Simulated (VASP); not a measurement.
# RbBr (Fm-3m) in VASP: notebook

RbBr is run at these levels: PBEsol; tasks: single point.

Everything below comes from runs of VASP 6.6.1. Logs are shortened: lines on timing, memory, paths and dates and some standing lists are left out, and cuts for length are marked.

### Step 1. The cell of the first run

The structure is cubic, space group Fm-3m (No. 225). The conventional cell has a = 6.855 Å, b = 6.855 Å, c = 6.855 Å, α = 90.00°, β = 90.00°, γ = 90.00°. Within 4.5 Å of Rb (site symmetry m-3m) lie 6 Br at 3.43 Å. Within 4.5 Å of Br (site symmetry m-3m) lie 6 Rb at 3.43 Å.

### Step 2. Single point, PBEsol

File INCAR:

```
SYSTEM = RbBr
PREC = Accurate ; ENCUT = 520
EDIFF = 1E-7 ; ISMEAR = -1
SIGMA = 0.03 ; LREAL = .FALSE.
LASPH = .TRUE. ; NELM = 100
ALGO = Normal ; ISIF = 2
LWAVE = .FALSE. ; LCHARG = .FALSE.
GGA = PS ; NBANDS = 15
```

File KPOINTS:

```
regular mesh
0
G
  7 7 7
  0 0 0
```

File POSCAR:

```
RbBr
1.0
    0.0000000000      3.4275000000      3.4275000000
    3.4275000000      0.0000000000      3.4275000000
    3.4275000000      3.4275000000      0.0000000000
Rb Br
1 1
Direct
    0.0000000000      0.0000000000      0.0000000000
    0.5000000000      0.5000000000      0.5000000000
```

Potentials or basis: VASP PAW PBE potentials, release 64 (Rb_sv, Br).

On the command line:

```sh
$ cat potpaw_PBE.64/Rb_sv/POTCAR potpaw_PBE.64/Br/POTCAR > POTCAR
$ mpirun -np 1 vasp_std > vasp.out
```

OUTCAR:

```text
SYSTEM = RbBr
   PREC = Accurate
   ENCUT = 520
   EDIFF = 1E-7
   ISMEAR = -1
   LREAL = .FALSE.
   LASPH = .TRUE.
   NELM = 100
   ISIF = 2
   GGA = PS

 ion  position               nearest neighbor table
   1  0.000  0.000  0.000-   2 3.43   2 3.43   2 3.43   2 3.43   2 3.43   2 3.43
   2  0.500  0.500  0.500-   1 3.43   1 3.43   1 3.43   1 3.43   1 3.43   1 3.43

  LATTYP: Found a face centered cubic cell.
 ALAT       =     6.8550000000

  Lattice vectors:

 A1 = (   0.0000000000,   3.4275000000,   3.4275000000)
 A2 = (   3.4275000000,   0.0000000000,   3.4275000000)
 A3 = (   3.4275000000,   3.4275000000,   0.0000000000)

Analysis of symmetry for initial positions (statically):
=====================================================================
 Subroutine PRICEL returns:
 Original cell was already a primitive cell.

 Routine SETGRP: Setting up the symmetry group for a
 face centered cubic supercell.

 Subroutine GETGRP returns: Found 48 space group operations
 (whereof 48 operations were pure point group operations)
 out of a pool of 48 trial point group operations.

The static configuration has the point symmetry O_h .

Analysis of symmetry for dynamics (positions and initial velocities):
=====================================================================
 Subroutine PRICEL returns:
 Original cell was already a primitive cell.

 Routine SETGRP: Setting up the symmetry group for a
 face centered cubic supercell.

 Subroutine GETGRP returns: Found 48 space group operations
 (whereof 48 operations were pure point group operations)
 out of a pool of 48 trial point group operations.

The dynamic configuration has the point symmetry O_h .

 Subroutine INISYM returns: Found 48 space group operations
 (whereof 48 operations are pure point group operations),
 and found     1 'primitive' translations

----------------------------------------------------------------------------------------

                                     Primitive cell

  volume of cell :      80.5309

  direct lattice vectors                    reciprocal lattice vectors
     0.000000000  3.427500000  3.427500000    -0.145878920  0.145878920  0.145878920
     3.427500000  0.000000000  3.427500000     0.145878920 -0.145878920  0.145878920
     3.427500000  3.427500000  0.000000000     0.145878920  0.145878920 -0.145878920

  length of vectors
     4.847216985  4.847216985  4.847216985     0.252669702  0.252669702  0.252669702

  position of ions in fractional coordinates (direct lattice)
     0.000000000  0.000000000  0.000000000
     0.500000000  0.500000000  0.500000000

  ion indices of the primitive-cell ions
   primitive index   ion index
                 1           1
                 2           2

----------------------------------------------------------------------------------------

 KPOINTS: regular mesh

Automatic generation of k-mesh.
 Grid dimensions read from file:
 generate k-points for:    7    7    7

 Generating k-lattice:

  Cartesian coordinates                     Fractional coordinates (reciprocal lattice)
    -0.020839846  0.020839846  0.020839846     0.142857143  0.000000000  0.000000000
     0.020839846 -0.020839846  0.020839846     0.000000000  0.142857143  0.000000000
     0.020839846  0.020839846 -0.020839846     0.000000000  0.000000000  0.142857143

  Length of vectors
     0.036095672  0.036095672  0.036095672

  Shift w.r.t. Gamma in fractional coordinates (k-lattice)
     0.000000000  0.000000000  0.000000000

 Subroutine IBZKPT returns following result:
 ===========================================

 Found     20 irreducible k-points:

 Following reciprocal coordinates:
            Coordinates               Weight
  0.000000  0.000000  0.000000      1.000000
  0.142857  0.000000  0.000000      8.000000
  0.285714  0.000000  0.000000      8.000000
  0.428571  0.000000  0.000000      8.000000
  0.142857  0.142857  0.000000      6.000000
  0.285714  0.142857  0.000000     24.000000
[... 12 lines left out ...]
 -0.428571  0.428571  0.142857     24.000000
 -0.285714  0.428571  0.142857     24.000000
   k-points           NKPTS =     20   k-points in BZ     NKDIM =     20   number of bands    NBANDS=     15
   number of dos      NEDOS =    301   number of ions     NIONS =      2
   total plane-waves  NPLWV =  46656
   dimension x,y,z NGX =    36 NGY =   36 NGZ =   36
   dimension x,y,z NGXF=    72 NGYF=   72 NGZF=   72
   ions per type =               1   1
   NGX,Y,Z   is equivalent  to a cutoff of  12.35, 12.35, 12.35 a.u.
   NGXF,Y,Z  is equivalent  to a cutoff of  24.69, 24.69, 24.69 a.u.
 SYSTEM =  RbBr
   PREC   = accura    normal or accurate (medium, high low for compatibility)
   ISTART =      0    job   : 0-new  1-cont  2-samecut
   ICHARG =      2    charge: 1-file 2-atom 10-const
   ISPIN  =      1    spin polarized calculation?
   LNONCOLLINEAR =      F non collinear calculations
   LSORBIT =      F    spin-orbit coupling
   LASPH  =      T    aspherical Exc in radial PAW
   ENCUT  =  520.0 eV  38.22 Ry    6.18 a.u.   9.01  9.01  9.01*2*pi/ulx,y,z
   NELM   =    100;   NELMIN=  2; NELMDL= -5     # of ELM steps
   EDIFF  = 0.1E-06   stopping-criterion for ELM
   LREAL  =      F    real-space projection
   EDIFFG = 0.1E-05   stopping-criterion for IOM
   NSW    =      0    number of steps for IOM
   IBRION =     -1    ionic relax: 0-MD 1-quasi-New 2-CG
   NFREE  =      0    steps in history (QN), initial steepest desc. (CG)
   ISIF   =      2    stress and relaxation
   ISYM   =      2    0-nonsym 1-usesym 2-fastsym
   POTIM  = 0.5000    time-step for ionic-motion
   TEBEG  =    0.0;   TEEND  =   0.0 temperature during run
   PSTRESS=    0.0 pullay stress
   NELECT =      16.0000    total number of electrons
   NUPDOWN=      -1.0000    fix difference up-down
   EMIN   =  10.00;   EMAX   =-10.00  energy-range for DOS
   EFERMI =   0.00;   METHOD = LEGACY
   ISMEAR =    -1;   SIGMA  =   0.03  broadening in eV -4-tet -1-fermi 0-gaus
   EFERMI_NEDOS =   21; number of points for ismear=-14 and -15
   IALGO  =     38    algorithm
   IMIX   =      4    mixing-type and parameters
     AMIX     =   0.40;   BMIX     =  1.00
     AMIX_MAG =   1.60;   BMIX_MAG =  1.00
  volume/ion in A,a.u.               =      40.27       271.72
  Fermi-wavevector in a.u.,A,eV,Ry     =   0.955273  1.805204 12.415941  0.912546
  Thomas-Fermi vector in A             =   2.084095
   LORBIT       =      0    0 simple, 1 ext, 2 COOP (PROOUT), +10 PAW based schemes
   GGA     = PS    functional components
   LHFCALC =     F    Hartree Fock is set to
   AEXX    =    0.0000 exact exchange contribution
   IVDW    =     0    specifies the selected vdW correction
   LEPSILON=     F    determine dielectric tensor
   LRPA    =     F    only Hartree local field effects (RPA)
 non-spin polarized calculation
  energy-cutoff  :      520.00
  volume of cell :       80.53
 maximum number of plane-waves:      2186
   NGX = 17   NGY = 17   NGZ = 17

 number of electron      15.9999999 magnetization

 Free energy of the ion-electron system (eV)
  ---------------------------------------------------
  ext. energy  EPLUGINS =         0.00000000
  ---------------------------------------------------
  free energy    TOTEN  =        -6.35539233 eV

  energy without entropy =       -6.35539233  energy(sigma->0) =       -6.35539233

 E-fermi :  -1.2147     XC(G=0):  -7.4034

 val. band max:       -1.8471411224   @ k =   0.0000   0.0000   0.0000
 cond. band min:       2.3639050489   @ k =   0.0000   0.0000   0.0000
 fundamental gap:      4.2110461713
 Fermi energy:        -1.2146828582

 k-point     1 :       0.0000    0.0000    0.0000
  band No.  band energies     occupation
      1     -26.2028      2.00000
      2     -14.0400      2.00000
      3     -10.2903      2.00000
      4     -10.2903      2.00000
      5     -10.2903      2.00000
      6      -1.8471      2.00000
      7      -1.8471      2.00000
      8      -1.8471      2.00000
      9       2.3639      0.00000
     10       5.3535      0.00000
     11       5.3535      0.00000
     12       5.3535      0.00000
     13       6.2442      0.00000
     14       6.2442      0.00000
     15       8.9579      0.00000

 k-point     2 :       0.1429    0.0000    0.0000
  band No.  band energies     occupation
      1     -26.2009      2.00000
      2     -14.0479      2.00000
      3     -10.2918      2.00000
      4     -10.2918      2.00000
      5     -10.2817      2.00000
      6      -2.0903      2.00000
      7      -1.9208      2.00000
      8      -1.9208      2.00000
      9       2.8551      0.00000
     10       5.2286      0.00000
     11       5.5975      0.00000
     12       5.5975      0.00000
     13       6.5481      0.00000
     14       6.5481      0.00000
     15       9.7272      0.00000

 k-point     3 :       0.2857    0.0000    0.0000
  band No.  band energies     occupation
      1     -26.1969      2.00000
      2     -14.0656      2.00000
      3     -10.2951      2.00000
      4     -10.2951      2.00000
      5     -10.2624      2.00000
      6      -2.5321      2.00000
      7      -2.0771      2.00000
      8      -2.0771      2.00000
      9       3.9231      0.00000
     10       5.2443      0.00000
     11       6.2913      0.00000
     12       6.2913      0.00000
     13       7.3529      0.00000
     14       7.3529      0.00000
     15      10.1292      0.00000
[... 271 lines left out ...]
 k-point    19 :      -0.4286    0.4286    0.1429
  band No.  band energies     occupation
      1     -26.1908      2.00000
      2     -14.0102      2.00000
      3     -10.4325      2.00000
      4     -10.3820      2.00000
      5     -10.3061      2.00000
      6      -2.3754      2.00000
      7      -2.1845      2.00000
      8      -2.0869      2.00000
      9       4.2241      0.00000
     10       5.4613      0.00000
     11       6.5275      0.00000
     12       7.3607      0.00000
     13       7.8214      0.00000
     14       8.6929      0.00000
     15       9.2108      0.00000

 k-point    20 :      -0.2857    0.4286    0.1429
  band No.  band energies     occupation
      1     -26.1905      2.00000
      2     -14.0181      2.00000
      3     -10.4294      2.00000
      4     -10.3884      2.00000
      5     -10.2784      2.00000
      6      -2.3996      2.00000
      7      -2.2292      2.00000
      8      -2.1685      2.00000
      9       4.8274      0.00000
     10       5.5196      0.00000
     11       6.3844      0.00000
     12       6.7395      0.00000
     13       8.5073      0.00000
     14       8.6664      0.00000
     15       9.4576      0.00000

------------------------ aborting loop because EDIFF is reached ----------------------------------------

  FORCE on cell =-STRESS in cart. coord.  units (eV):
  Direction    XX          YY          ZZ          XY          YZ          ZX
  --------------------------------------------------------------------------------------
  -------------------------------------------------------------------------------------
  Total       -0.0126710     -0.0126710     -0.0126710     -0.0000000     -0.0000000      0.0000000
  in kB       -0.2520913     -0.2520913     -0.2520913     -0.0000000     -0.0000000      0.0000000
  external PRESSURE =      -0.2520913 kB  Pullay stress =       0.0000000 kB

 VOLUME and BASIS-vectors are now :
 -----------------------------------------------------------------------------
  energy-cutoff  :      520.00
  volume of cell :       80.53
      direct lattice vectors                 reciprocal lattice vectors
     0.000000000  3.427500000  3.427500000    -0.145878920  0.145878920  0.145878920
     3.427500000  0.000000000  3.427500000     0.145878920 -0.145878920  0.145878920
     3.427500000  3.427500000  0.000000000     0.145878920  0.145878920 -0.145878920

 POSITION                                       TOTAL-FORCE (eV/Angst)
 -----------------------------------------------------------------------------------
      0.00000      0.00000      0.00000         0.000000      0.000000      0.000000
      3.42750      3.42750      3.42750        -0.000000     -0.000000     -0.000000
 -----------------------------------------------------------------------------------
    total drift:                                0.000000      0.000000      0.000000

  FREE ENERGIE OF THE ION-ELECTRON SYSTEM (eV)
  ---------------------------------------------------
  free  energy   TOTEN  =        -6.3553923293 eV

  energy  without entropy=       -6.3553923293  energy(sigma->0) =       -6.35539233
```

Run time: 28 s. Hardware: 1 thread of Intel Xeon Platinum 8259CL at 2.50GHz (Skylake/Cascade Lake), shared host; peak memory 0.21 GiB.

What came out:

- Free energy: -6.3554 eV
- Pressure: 0.0 GPa
- Band gap on the k mesh: 4.21 eV, direct

Caveat: the PAW data sets were made with another functional, which shifts forces and pressure a little.

(Part 1 of 2 ends here.)
